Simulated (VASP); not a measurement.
# Ta (P6_3/mmc) in VASP: a series of runs

The runs below take Ta through single point, with LDA.

All numbers are computed with VASP 6.6.1; they aren't measurements. Logs are shortened: lines on timing, memory, paths and dates and some standing lists are left out, and cuts for length are marked.

**1. The cell of the first run**

The structure is hexagonal, space group P6_3/mmc (No. 194). The conventional cell has a = 2.769 Å, b = 2.769 Å, c = 4.912 Å, α = 90.00°, β = 90.00°, γ = 120.00°. Within 3.7 Å of Ta (site symmetry -6m2) lie 12 Ta at 2.77 to 2.93 Å.

**2. Single point, LDA**

The input, INCAR:

```
SYSTEM = Ta
ALGO     = Normal         ! electronic algorithm
EDIFF    = 1E-6           ! SCF threshold, eV
ENCUT    = 500            ! plane-wave cutoff, eV
GGA_COMPAT= .False.      
ISIF     = 2              ! what is computed and relaxed
ISMEAR   = -1             ! smearing method
LASPH    = .True.         ! aspherical terms in the spheres
LCHARG   = .False.        ! write CHGCAR
LREAL    = .False.        ! projectors in reciprocal space
LWAVE    = .False.        ! write WAVECAR
NBANDS   = 18             ! bands
NELM     = 120            ! most SCF steps
PREC     = Accurate       ! precision mode
SIGMA    = 0.05           ! smearing width, eV
```

The input, KPOINTS:

```
k-points
0
Gamma
  7 7 4
  0 0 0
```

The input, POSCAR:

```
Ta
1.0
    2.7693537682      0.0000000000      0.0000000000
   -1.3846768841      2.3983307153      0.0000000000
    0.0000000000      0.0000000000      4.9118295507
Ta
2
Direct
    0.3333333333      0.6666666667      0.2500000000
    0.6666666667      0.3333333333      0.7500000000
```

Potentials or basis: VASP PAW LDA potentials, release 64 (Ta_pv).

Run with:

```bash
cat potpaw_LDA.64/Ta_pv/POTCAR > POTCAR
mpirun -np 1 vasp_std > vasp.out
```

OUTCAR:

```text
SYSTEM = Ta
   EDIFF = 1E-6
   ENCUT = 500
   ISIF = 2
   ISMEAR = -1
   LASPH = .True.
   LREAL = .False.
   NELM = 120
   PREC = Accurate

 ion  position               nearest neighbor table
   1  0.333  0.667  0.250-   2 2.93   2 2.93   2 2.93   2 2.93   2 2.93   2 2.93
   2  0.667  0.333  0.750-   1 2.93   1 2.93   1 2.93   1 2.93   1 2.93   1 2.93

  LATTYP: Found a hexagonal cell.
 ALAT       =     2.7693537682
 C/A-ratio  =     1.7736374482

  Lattice vectors:

 A1 = (   2.7693537682,   0.0000000000,   0.0000000000)
 A2 = (  -1.3846768841,   2.3983307153,   0.0000000000)
 A3 = (   0.0000000000,   0.0000000000,   4.9118295507)

Analysis of symmetry for initial positions (statically):
=====================================================================
 Subroutine PRICEL returns:
 Original cell was already a primitive cell.

 Routine SETGRP: Setting up the symmetry group for a
 hexagonal supercell.

 Subroutine GETGRP returns: Found 24 space group operations
 (whereof 12 operations were pure point group operations)
 out of a pool of 24 trial point group operations.

The static configuration has the point symmetry D_3d.
 The point group associated with its full space group is D_6h.

Analysis of symmetry for dynamics (positions and initial velocities):
=====================================================================
 Subroutine PRICEL returns:
 Original cell was already a primitive cell.

 Routine SETGRP: Setting up the symmetry group for a
 hexagonal supercell.

 Subroutine GETGRP returns: Found 24 space group operations
 (whereof 12 operations were pure point group operations)
 out of a pool of 24 trial point group operations.

The dynamic configuration has the point symmetry D_3d.
 The point group associated with its full space group is D_6h.

 Subroutine INISYM returns: Found 24 space group operations
 (whereof 12 operations are pure point group operations),
 and found     1 'primitive' translations

----------------------------------------------------------------------------------------

                                     Primitive cell

  volume of cell :      32.6235

  direct lattice vectors                    reciprocal lattice vectors
     2.769353768  0.000000000  0.000000000     0.361095073  0.208478337  0.000000000
    -1.384676884  2.398330715  0.000000000     0.000000000  0.416956675  0.000000000
     0.000000000  0.000000000  4.911829551     0.000000000  0.000000000  0.203590127

  length of vectors
     2.769353768  2.769353768  4.911829551     0.416956675  0.416956675  0.203590127

  position of ions in fractional coordinates (direct lattice)
     0.333333333  0.666666667  0.250000000
     0.666666667  0.333333333  0.750000000

  ion indices of the primitive-cell ions
   primitive index   ion index
                 1           1
                 2           2

----------------------------------------------------------------------------------------

 KPOINTS: k-points

Automatic generation of k-mesh.
 Grid dimensions read from file:
 generate k-points for:    7    7    4

 Generating k-lattice:

  Cartesian coordinates                     Fractional coordinates (reciprocal lattice)
     0.051585010  0.029782620  0.000000000     0.142857143  0.000000000  0.000000000
     0.000000000  0.059565239  0.000000000     0.000000000  0.142857143  0.000000000
     0.000000000  0.000000000  0.050897532     0.000000000  0.000000000  0.250000000

  Length of vectors
     0.059565239  0.059565239  0.050897532

  Shift w.r.t. Gamma in fractional coordinates (k-lattice)
     0.000000000  0.000000000  0.000000000

 Subroutine IBZKPT returns following result:
 ===========================================

 Found     24 irreducible k-points:

 Following reciprocal coordinates:
            Coordinates               Weight
  0.000000  0.000000  0.000000      1.000000
  0.142857 -0.000000  0.000000      6.000000
  0.285714 -0.000000  0.000000      6.000000
  0.428571 -0.000000  0.000000      6.000000
  0.142857  0.142857  0.000000      6.000000
  0.285714  0.142857  0.000000     12.000000
[... 16 lines left out ...]
  0.428571  0.142857  0.500000      6.000000
  0.285714  0.285714  0.500000      6.000000
   k-points           NKPTS =     24   k-points in BZ     NKDIM =     24   number of bands    NBANDS=     18
   number of dos      NEDOS =    301   number of ions     NIONS =      2
   total plane-waves  NPLWV =  14400
   dimension x,y,z NGX =    20 NGY =   20 NGZ =   36
   dimension x,y,z NGXF=    40 NGYF=   40 NGZF=   72
   ions per type =               2
   NGX,Y,Z   is equivalent  to a cutoff of  12.01, 12.01, 12.18 a.u.
   NGXF,Y,Z  is equivalent  to a cutoff of  24.01, 24.01, 24.37 a.u.
 SYSTEM =  Ta
   PREC   = accura    normal or accurate (medium, high low for compatibility)
   ISTART =      0    job   : 0-new  1-cont  2-samecut
   ICHARG =      2    charge: 1-file 2-atom 10-const
   ISPIN  =      1    spin polarized calculation?
   LNONCOLLINEAR =      F non collinear calculations
   LSORBIT =      F    spin-orbit coupling
   LASPH  =      T    aspherical Exc in radial PAW
   ENCUT  =  500.0 eV  36.75 Ry    6.06 a.u.   5.05  5.05  8.96*2*pi/ulx,y,z
   NELM   =    120;   NELMIN=  2; NELMDL= -5     # of ELM steps
   EDIFF  = 0.1E-05   stopping-criterion for ELM
   LREAL  =      F    real-space projection
   EDIFFG = 0.1E-04   stopping-criterion for IOM
   NSW    =      0    number of steps for IOM
   IBRION =     -1    ionic relax: 0-MD 1-quasi-New 2-CG
   NFREE  =      0    steps in history (QN), initial steepest desc. (CG)
   ISIF   =      2    stress and relaxation
   ISYM   =      2    0-nonsym 1-usesym 2-fastsym
   POTIM  = 0.5000    time-step for ionic-motion
   TEBEG  =    0.0;   TEEND  =   0.0 temperature during run
   PSTRESS=    0.0 pullay stress
   NELECT =      22.0000    total number of electrons
   NUPDOWN=      -1.0000    fix difference up-down
   EMIN   =  10.00;   EMAX   =-10.00  energy-range for DOS
   EFERMI =   0.00;   METHOD = LEGACY
   ISMEAR =    -1;   SIGMA  =   0.05  broadening in eV -4-tet -1-fermi 0-gaus
   EFERMI_NEDOS =   21; number of points for ismear=-14 and -15
   IALGO  =     38    algorithm
   IMIX   =      4    mixing-type and parameters
     AMIX     =   0.40;   BMIX     =  1.00
     AMIX_MAG =   1.60;   BMIX_MAG =  1.00
  volume/ion in A,a.u.               =      16.31       110.08
  Fermi-wavevector in a.u.,A,eV,Ry     =   1.435618  2.712924 28.041581  2.060998
  Thomas-Fermi vector in A             =   2.554896
   LORBIT       =      0    0 simple, 1 ext, 2 COOP (PROOUT), +10 PAW based schemes
   GGA     = CA    functional components
   LHFCALC =     F    Hartree Fock is set to
   AEXX    =    0.0000 exact exchange contribution
   IVDW    =     0    specifies the selected vdW correction
   LEPSILON=     F    determine dielectric tensor
   LRPA    =     F    only Hartree local field effects (RPA)
 non-spin polarized calculation
  energy-cutoff  :      500.00
  volume of cell :       32.62
 maximum number of plane-waves:       844
   NGX = 11   NGY = 11   NGZ = 17

 number of electron      22.0000005 magnetization

 Free energy of the ion-electron system (eV)
  ---------------------------------------------------
  ext. energy  EPLUGINS =         0.00000000
  ---------------------------------------------------
  free energy    TOTEN  =       -24.83336991 eV

  energy without entropy =      -24.81415003  energy(sigma->0) =      -24.82375997

 E-fermi :   6.6595     XC(G=0): -13.2963

 val. band max:        6.6317996888   @ k =   0.1429  -0.0000   0.5000
 cond. band min:       6.6865869846   @ k =   0.2857   0.1429   0.5000
 fundamental gap:      0.0547872958
 Fermi energy:         6.6594949174

 k-point     1 :       0.0000    0.0000    0.0000
  band No.  band energies     occupation
      1     -27.7387      2.00000
      2     -26.3812      2.00000
      3     -26.2622      2.00000
      4     -26.2622      2.00000
      5     -26.1277      2.00000
      6     -26.1277      2.00000
[... 10 lines left out ...]
     17      12.6371      0.00000
     18      12.6371      0.00000

 k-point     2 :       0.1429   -0.0000    0.0000
  band No.  band energies     occupation
      1     -27.6359      2.00000
      2     -26.5850      2.00000
      3     -26.4547      2.00000
      4     -26.3953      2.00000
      5     -26.3485      2.00000
      6     -26.1848      2.00000
[... 10 lines left out ...]
     17      12.9708      0.00000
     18      14.3884      0.00000

 k-point     3 :       0.2857   -0.0000    0.0000
  band No.  band energies     occupation
      1     -27.3737      2.00000
      2     -27.2799      2.00000
      3     -27.1263      2.00000
      4     -26.5307      2.00000
      5     -26.4554      2.00000
      6     -26.3176      2.00000
[... 10 lines left out ...]
     17      13.2253      0.00000
     18      16.3150      0.00000

 k-point     4 :       0.4286   -0.0000    0.0000
  band No.  band energies     occupation
      1     -27.8048      2.00000
      2     -27.6185      2.00000
      3     -27.0919      2.00000
      4     -26.6691      2.00000
      5     -26.5721      2.00000
      6     -26.4254      2.00000
[... 10 lines left out ...]
     17      13.9423      0.00000
     18      16.2516      0.00000

 k-point     5 :       0.1429    0.1429    0.0000
  band No.  band energies     occupation
      1     -27.4526      2.00000
      2     -26.9979      2.00000
      3     -26.9703      2.00000
      4     -26.4898      2.00000
      5     -26.4329      2.00000
      6     -26.3513      2.00000
[... 10 lines left out ...]
     17      12.7364      0.00000
     18      16.6690      0.00000

 k-point     6 :       0.2857    0.1429    0.0000
  band No.  band energies     occupation
      1     -27.5481      2.00000
      2     -27.4170      2.00000
      3     -27.1692      2.00000
      4     -26.7554      2.00000
      5     -26.5601      2.00000
      6     -26.5317      2.00000
[... 10 lines left out ...]
     17      14.0473      0.00000
     18      16.8892      0.00000

 k-point     7 :       0.4286    0.1429    0.0000
  band No.  band energies     occupation
      1     -27.7849      2.00000
      2     -27.5976      2.00000
      3     -26.9825      2.00000
      4     -26.8818      2.00000
      5     -26.6484      2.00000
      6     -26.6350      2.00000
[... 10 lines left out ...]
     17      16.0805      0.00000
     18      17.0023      0.00000

 k-point     8 :       0.2857    0.2857    0.0000
  band No.  band energies     occupation
      1     -27.5683      2.00000
      2     -27.4398      2.00000
      3     -27.1393      2.00000
      4     -26.9739      2.00000
      5     -26.9225      2.00000
      6     -26.6741      2.00000
[... 10 lines left out ...]
     17      15.9929      0.00000
     18      16.1382      0.00000
[... 229 lines left out ...]
     17      11.7546      0.00000
     18      11.7546      0.00000

 k-point    20 :       0.4286   -0.0000    0.5000
  band No.  band energies     occupation
      1     -27.8130      2.00000
      2     -27.8130      2.00000
      3     -26.7198      2.00000
      4     -26.7198      2.00000
      5     -26.5486      2.00000
      6     -26.5486      2.00000
[... 10 lines left out ...]
     17      13.9275      0.00000
     18      13.9275      0.00000

 k-point    21 :       0.1429    0.1429    0.5000
  band No.  band energies     occupation
      1     -27.2094      2.00000
      2     -27.2094      2.00000
      3     -26.7251      2.00000
      4     -26.7251      2.00000
      5     -26.4222      2.00000
      6     -26.4222      2.00000
[... 10 lines left out ...]
     17      12.1249      0.00000
     18      12.1249      0.00000

 k-point    22 :       0.2857    0.1429    0.5000
  band No.  band energies     occupation
      1     -27.5937      2.00000
      2     -27.5937      2.00000
      3     -26.8002      2.00000
      4     -26.8002      2.00000
      5     -26.5905      2.00000
      6     -26.5905      2.00000
[... 10 lines left out ...]
     17      14.1240      0.00000
     18      14.1240      0.00000

 k-point    23 :       0.4286    0.1429    0.5000
  band No.  band energies     occupation
      1     -27.7859      2.00000
      2     -27.7859      2.00000
      3     -26.8571      2.00000
      4     -26.8571      2.00000
      5     -26.6092      2.00000
      6     -26.6092      2.00000
[... 10 lines left out ...]
     17      15.9356      0.00000
     18      15.9356      0.00000

 k-point    24 :       0.2857    0.2857    0.5000
  band No.  band energies     occupation
      1     -27.5889      2.00000
      2     -27.5889      2.00000
      3     -27.1455      2.00000
      4     -27.1455      2.00000
      5     -26.6104      2.00000
      6     -26.6104      2.00000
[... 10 lines left out ...]
     17      16.9131      0.00000
     18      16.9131      0.00000

------------------------ aborting loop because EDIFF is reached ----------------------------------------

  FORCE on cell =-STRESS in cart. coord.  units (eV):
  Direction    XX          YY          ZZ          XY          YZ          ZX
  --------------------------------------------------------------------------------------
  -------------------------------------------------------------------------------------
  Total        4.2747783      4.2747783      4.2985117      0.0000000      0.0000000      0.0000000
  in kB      209.9391278    209.9391278    211.1046990      0.0000000      0.0000000      0.0000000
  external PRESSURE =     210.3276515 kB  Pullay stress =       0.0000000 kB

 VOLUME and BASIS-vectors are now :
 -----------------------------------------------------------------------------
  energy-cutoff  :      500.00
  volume of cell :       32.62
      direct lattice vectors                 reciprocal lattice vectors
     2.769353768  0.000000000  0.000000000     0.361095073  0.208478337  0.000000000
    -1.384676884  2.398330715  0.000000000     0.000000000  0.416956675  0.000000000
     0.000000000  0.000000000  4.911829551     0.000000000  0.000000000  0.203590127

 POSITION                                       TOTAL-FORCE (eV/Angst)
 -----------------------------------------------------------------------------------
     -0.00000      1.59889      1.22796        -0.000000      0.000000      0.000000
      1.38468      0.79944      3.68387         0.000000     -0.000000      0.000000
 -----------------------------------------------------------------------------------
    total drift:                               -0.000000      0.000000     -0.000000

  FREE ENERGIE OF THE ION-ELECTRON SYSTEM (eV)
  ---------------------------------------------------
  free  energy   TOTEN  =       -24.8333699062 eV

  energy  without entropy=      -24.8141500347  energy(sigma->0) =      -24.82375997
```

Run time: 16 s. Hardware: 1 thread of Intel Xeon 8259CL, shared host; peak memory 0.13 GiB.

What came out:

| Property | Result |
| --- | --- |
| Free energy | -24.8334 eV |
| Pressure | 21.0 GPa |
| Band gap on the k mesh | zero (band 11 reaches 8.61 eV, above the bottom of band 12 at 5.92 eV) |

Levels at points of the mesh, in eV from the Fermi level:
```csv
k point,band 8,band 9,band 10,band 11,band 12,band 13,band 14,band 15
"(0.00, 0.00, 0.00)",-5.34,-0.74,0.54,0.54,0.61,1.24,1.24,3.33
"(0.00, 0.00, 0.50)",-6.50,-1.28,-1.28,0.60,0.60,0.60,0.60,5.13
```

Caveat: the k points lie up to 0.37 Å⁻¹ apart; spin-orbit coupling is left out, which moves the levels of the heavy elements.

[end of part 1 of 2]
